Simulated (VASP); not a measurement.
# SnTe (F-43m) in VASP: settings compared, part 2 of 3

VASP 6.6.1.

**3. Single point, revPBE**

This run uses another cell than the first one, of 48.39 Å³/atom, 0.990 times its volume.

INCAR reads:

```
SYSTEM = SnTe
PREC = Accurate
ENCUT = 520
EDIFF = 1E-7
ISMEAR = -1
SIGMA = 0.05
LREAL = .False.
LASPH = .True.
NELM = 60
ALGO = Normal
ISIF = 2
LWAVE = .False.
LCHARG = .False.
GGA = RE
NBANDS = 17
```

KPOINTS reads:

```
regular mesh
0
Gamma
  7 7 7
  0 0 0
```

POSCAR reads:

```
SnTe
1.0
    0.0000000000      3.6440931070      3.6440931070
    3.6440931070      0.0000000000      3.6440931070
    3.6440931070      3.6440931070      0.0000000000
Te Sn
1 1
Direct
    0.2500000000      0.2500000000      0.2500000000
    0.0000000000      0.0000000000      0.0000000000
```

Potentials or basis: VASP PAW PBE potentials, release 64 (Te, Sn_d).

Started as:

```
$ cat potpaw_PBE.64/Te/POTCAR potpaw_PBE.64/Sn_d/POTCAR > POTCAR
$ mpirun -np 1 vasp_std > vasp.out
```

Wall time 51 s (1 thread of Intel Xeon Platinum 8488C (Sapphire Rapids), shared host); peak memory 0.25 GiB.

It converged, with:

* Free energy: -6.5841 eV
* Pressure: 0.0 GPa
* Band gap on the k mesh: 0.46 eV, indirect (least direct gap 0.91 eV)

Levels at points of the mesh, in eV from the valence-band top:
```tsv
k point	band 6	band 7	band 8	band 9	band 10	band 11	band 12	band 13	band 14	band 15
(0.00, 0.00, 0.00)	-11.18	-5.03	-1.68	-1.68	-1.68	1.24	1.24	1.24	4.57	6.64
```

Caveat: the PAW data sets were made with another functional, which shifts forces and pressure a little; spin-orbit coupling is left out, which moves the levels of the heavy elements. A k mesh can miss the band edges.

**4. Single point, BLYP**

This run uses another cell than the first one, of 50.15 Å³/atom, 1.026 times its volume.

INCAR reads:

```
AGGAC    = 1.0          
AGGAX    = 1.0          
ALDAC    = 0.0          
ALDAX    = 1.0          
ALGO     = Normal         # electronic algorithm
EDIFF    = 1E-7           # SCF threshold, eV
ENCUT    = 520            # plane-wave cutoff, eV
GGA      = B5             # functional
ISIF     = 2              # what is computed and relaxed
ISMEAR   = -1             # smearing method
LASPH    = T              # aspherical terms in the spheres
LCHARG   = T              # write CHGCAR
LELF     = T              # ELF
LREAL    = F              # projectors in reciprocal space
LVHAR    = T            
LWAVE    = F              # write WAVECAR
NBANDS   = 17             # bands
NELM     = 100            # most SCF steps
PREC     = Accurate       # precision mode
SIGMA    = 0.05           # smearing width, eV
```

KPOINTS reads:

```
k-points
0
Gamma
  7 7 7
```

POSCAR reads:

```
SnTe
1.0
    0.0000000000      3.6877721587      3.6877721587
    3.6877721587      0.0000000000      3.6877721587
    3.6877721587      3.6877721587      0.0000000000
Te Sn
1 1
Direct
    0.2500000000      0.2500000000      0.2500000000
    0.0000000000      0.0000000000      0.0000000000
```

Potentials or basis: VASP PAW PBE potentials, release 64 (Te, Sn_d).

Started as:

```
$ cat potpaw_PBE.64/Te/POTCAR potpaw_PBE.64/Sn_d/POTCAR > POTCAR
$ mpirun -np 1 vasp_std > vasp.out
```

OUTCAR:

```text
EDIFF = 1E-7
   ENCUT = 520
   GGA = B5
   ISIF = 2
   ISMEAR = -1
   LASPH = T
   LREAL = F
   NELM = 100
   PREC = Accurate

 ion  position               nearest neighbor table
   1  0.250  0.250  0.250-   2 3.19   2 3.19   2 3.19   2 3.19
   2  0.000  0.000  0.000-   1 3.19   1 3.19   1 3.19   1 3.19

  LATTYP: Found a face centered cubic cell.
 ALAT       =     7.3755443174

  Lattice vectors:

 A1 = (   0.0000000000,   3.6877721587,   3.6877721587)
 A2 = (   3.6877721587,   0.0000000000,   3.6877721587)
 A3 = (   3.6877721587,   3.6877721587,   0.0000000000)

Analysis of symmetry for initial positions (statically):
=====================================================================
 Subroutine PRICEL returns:
 Original cell was already a primitive cell.

 Routine SETGRP: Setting up the symmetry group for a
 face centered cubic supercell.

 Subroutine GETGRP returns: Found 24 space group operations
 (whereof 24 operations were pure point group operations)
 out of a pool of 48 trial point group operations.

The static configuration has the point symmetry T_d .

Analysis of symmetry for dynamics (positions and initial velocities):
=====================================================================
 Subroutine PRICEL returns:
 Original cell was already a primitive cell.

 Routine SETGRP: Setting up the symmetry group for a
 face centered cubic supercell.

 Subroutine GETGRP returns: Found 24 space group operations
 (whereof 24 operations were pure point group operations)
 out of a pool of 48 trial point group operations.

The dynamic configuration has the point symmetry T_d .

 Subroutine INISYM returns: Found 24 space group operations
[... 102 lines left out ...]
   PSTRESS=    0.0 pullay stress
   NELECT =      20.0000    total number of electrons
   NUPDOWN=      -1.0000    fix difference up-down
   EMIN   =  10.00;   EMAX   =-10.00  energy-range for DOS
   EFERMI =   0.00;   METHOD = LEGACY
   ISMEAR =    -1;   SIGMA  =   0.05  broadening in eV -4-tet -1-fermi 0-gaus
   EFERMI_NEDOS =   21; number of points for ismear=-14 and -15
   IALGO  =     38    algorithm
   IMIX   =      4    mixing-type and parameters
     AMIX     =   0.40;   BMIX     =  1.00
     AMIX_MAG =   1.60;   BMIX_MAG =  1.00
  volume/ion in A,a.u.               =      50.15       338.45
  Fermi-wavevector in a.u.,A,eV,Ry     =   0.956410  1.807353 12.445521  0.914720
  Thomas-Fermi vector in A             =   2.085336
   LORBIT       =      0    0 simple, 1 ext, 2 COOP (PROOUT), +10 PAW based schemes
   GGA     = B5    functional components
   LHFCALC =     F    Hartree Fock is set to
   AEXX    =    0.0000 exact exchange contribution
   IVDW    =     0    specifies the selected vdW correction
   LEPSILON=     F    determine dielectric tensor
   LRPA    =     F    only Hartree local field effects (RPA)
 non-spin polarized calculation
  energy-cutoff  :      520.00
  volume of cell :      100.30
 maximum number of plane-waves:      2733
   NGX = 19   NGY = 19   NGZ = 19

 number of electron      20.0000001 magnetization

 Free energy of the ion-electron system (eV)
  ---------------------------------------------------
  ext. energy  EPLUGINS =         0.00000000
  ---------------------------------------------------
  free energy    TOTEN  =        -6.13657843 eV

  energy without entropy =       -6.13623817  energy(sigma->0) =       -6.13640830

 E-fermi :   3.0473     XC(G=0):  -6.7421

 val. band max:        2.7642018308   @ k =  -0.2857   0.4286   0.1429
 cond. band min:       3.2580554264   @ k =   0.4286   0.4286   0.0000
 fundamental gap:      0.4938535956
 Fermi energy:         3.0472592027

 k-point     1 :       0.0000    0.0000    0.0000
  band No.  band energies     occupation
      1     -18.7502      2.00000
      2     -18.7502      2.00000
      3     -18.7502      2.00000
      4     -18.7423      2.00000
      5     -18.7423      2.00000
      6      -8.2077      2.00000
[... 377 lines left out ...]
      4     -18.7425      2.00000
      5     -18.7419      2.00000
      6      -7.5715      2.00000
[... 9 lines left out ...]
     16      10.3332      0.00000
     17      11.6312      0.00000

------------------------ aborting loop because EDIFF is reached ----------------------------------------

  FORCE on cell =-STRESS in cart. coord.  units (eV):
  Direction    XX          YY          ZZ          XY          YZ          ZX
  --------------------------------------------------------------------------------------
  -------------------------------------------------------------------------------------
  Total        0.0348520      0.0348520      0.0348520      0.0000000      0.0000000     -0.0000000
  in kB        0.5566928      0.5566928      0.5566928      0.0000000      0.0000000     -0.0000000
  external PRESSURE =       0.5566928 kB  Pullay stress =       0.0000000 kB

 VOLUME and BASIS-vectors are now :
 -----------------------------------------------------------------------------
  energy-cutoff  :      520.00
  volume of cell :      100.30
      direct lattice vectors                 reciprocal lattice vectors
     0.000000000  3.687772159  3.687772159    -0.135583214  0.135583214  0.135583214
     3.687772159  0.000000000  3.687772159     0.135583214 -0.135583214  0.135583214
     3.687772159  3.687772159  0.000000000     0.135583214  0.135583214 -0.135583214

 POSITION                                       TOTAL-FORCE (eV/Angst)
 -----------------------------------------------------------------------------------
      1.84389      1.84389      1.84389         0.000000     -0.000000      0.000000
      0.00000      0.00000      0.00000         0.000000      0.000000     -0.000000
 -----------------------------------------------------------------------------------
    total drift:                                0.000000      0.000000      0.000000

  FREE ENERGIE OF THE ION-ELECTRON SYSTEM (eV)
  ---------------------------------------------------
  free  energy   TOTEN  =        -6.1365784293 eV

  energy  without entropy=       -6.1362381727  energy(sigma->0) =       -6.13640830
```

OSZICAR:

```text
N       E                     dE             d eps       ncg     rms          rms(c)
DAV:   1     0.120582127509E+03    0.12058E+03   -0.92142E+03   683   0.114E+03
DAV:   2     0.551566071031E+01   -0.11507E+03   -0.11223E+03   720   0.282E+02
DAV:   3    -0.598747230024E+01   -0.11503E+02   -0.11459E+02   855   0.892E+01
DAV:   4    -0.634041216296E+01   -0.35294E+00   -0.35272E+00   818   0.165E+01
DAV:   5    -0.635672067309E+01   -0.16309E-01   -0.16308E-01   934   0.328E+00    0.342E+00
DAV:   6    -0.613615829549E+01    0.22056E+00   -0.66057E-01   864   0.397E+00    0.225E+00
DAV:   7    -0.613564070882E+01    0.51759E-03   -0.89579E-02   706   0.115E+00    0.108E+00
DAV:   8    -0.613622197916E+01   -0.58127E-03   -0.98419E-03   695   0.692E-01    0.231E-01
DAV:   9    -0.613638865527E+01   -0.16668E-03   -0.28030E-03   725   0.296E-01    0.690E-02
DAV:  10    -0.613654138075E+01   -0.15273E-03   -0.36106E-04   717   0.965E-02    0.338E-02
DAV:  11    -0.613657679646E+01   -0.35416E-04   -0.63434E-05   706   0.450E-02    0.997E-03
DAV:  12    -0.613657801489E+01   -0.12184E-05   -0.74472E-06  1005   0.180E-02    0.548E-03
DAV:  13    -0.613657826921E+01   -0.25432E-06   -0.74107E-07   728   0.690E-03    0.361E-03
DAV:  14    -0.613657839420E+01   -0.12499E-06   -0.12120E-07   626   0.297E-03    0.907E-04
DAV:  15    -0.613657842927E+01   -0.35075E-07   -0.97814E-09   378   0.694E-04
   1 F= -.61365784E+01 E0= -.61364083E+01  d E =-.340257E-03
```

stdout:

```text
POSCAR found type information on POSCAR TeSn
 POSCAR found :  2 types and       2 ions
 scaLAPACK will be used
 -----------------------------------------------------------------------------
|                                                                             |
|                                                                             |
|     You enforced a specific xc type in the INCAR file but a different       |
|     I HOPE YOU KNOW WHAT YOU ARE DOING!                                     |
|                                                                             |
 -----------------------------------------------------------------------------

 LDA part: xc-table for (Slater(with rela. corr.)+VWN5), standard interpolation
 POSCAR, INCAR and KPOINTS ok, starting setup
 FFT: planning ... GRIDC
 FFT: planning ... GRID_SOFT
 FFT: planning ... GRID
 WAVECAR not read
 entering main loop
```

Run time: 65 s. Hardware: 1 thread of Intel Xeon Platinum 8488C (Sapphire Rapids), shared host; peak memory 0.24 GiB.

Results:

| Property | Result |
| --- | --- |
| Free energy | -6.1366 eV |
| Pressure | 0.1 GPa |
| Band gap on the k mesh | 0.49 eV, indirect (least direct gap 0.90 eV) |

Caveat: the PAW data sets were made with another functional, which shifts forces and pressure a little; spin-orbit coupling is left out, which moves the levels of the heavy elements. A k mesh can miss the band edges.

[end of part 2 of 3]
